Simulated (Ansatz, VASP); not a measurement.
## One calculation of PtSe, two programs

INCAR

```
SYSTEM = PtSe
  PREC = Accurate
  ENCUT = 520
  EDIFF = 1E-6
  ISMEAR = -1
  SIGMA = 0.1
  LREAL = .False.
  LASPH = .True.
  NELM = 80
  ALGO = Normal
  ISIF = 2
  LWAVE = .False.
  LCHARG = .False.
  GGA = PS
  NBANDS = 15
```

File KPOINTS:

```
Automatic mesh
0
Gamma
  13 13 13
  0 0 0
```

POSCAR

```
PtSe
1.0
    0.0000000000      2.2279366476      2.2279366476
    2.2279366476      0.0000000000      2.2279366476
    2.2279366476      2.2279366476      0.0000000000
Pt Se
1 1
Direct
    0.0000000000      0.0000000000      0.0000000000
    0.2500000000      0.2500000000      0.2500000000
```

Input for Ansatz:

```yaml
crystal:
  lattice:
    - [0.0, 2.2279366476, 2.2279366476]
    - [2.2279366476, 0.0, 2.2279366476]
    - [2.2279366476, 2.2279366476, 0.0]
  atoms:
    - { symbol: Pt, position: [0.0, 0.0, 0.0] }
    - { symbol: Se, position: [0.25, 0.25, 0.25] }
kpoints:
  mp_grid: { grid: [13, 13, 13] }
scf:
  occupations: { method: fermi_dirac, width: 0.1 }
hamiltonian:
  xc: pbesol
  pseudopotentials: { kind: all_electron, lapw: { basis_error: 0.001 } }
output:
  forces: true
  stress: true
  eigenvalues: true
  populations: true
```

Change from the starting cell: volume scaled by 0.5, LAPW.

Alike in both runs: task single point; functional PBEsol; k mesh 13 × 13 × 13; occupations fermi-dirac, width 0.1 eV; no spin polarisation.

|  | VASP | Ansatz |
| --- | --- | --- |
| version | VASP 6.6.1 | Ansatz 0.2.0 |
| potentials or method | VASP PAW PBE potentials, release 64 (Pt, Se), cutoff 520 eV | all-electron LAPW, scalar-relativistic |

VASP gave:

| Property | Result |
| --- | --- |
| pressure (GPa) | 427.7 |

**Question.** What did Ansatz give for the same quantities?

**Answer.** Pressure (GPa): 420.3.

VASP's potentials were made for PBE, not for PBEsol. Both programs put the cell under a high pressure, so it lies far from rest at this level. Ansatz ran all-electron here, and VASP with PAW potentials.

Neither program's run includes spin-orbit coupling. Noted on VASP's run: the cell as given lies far from equilibrium.
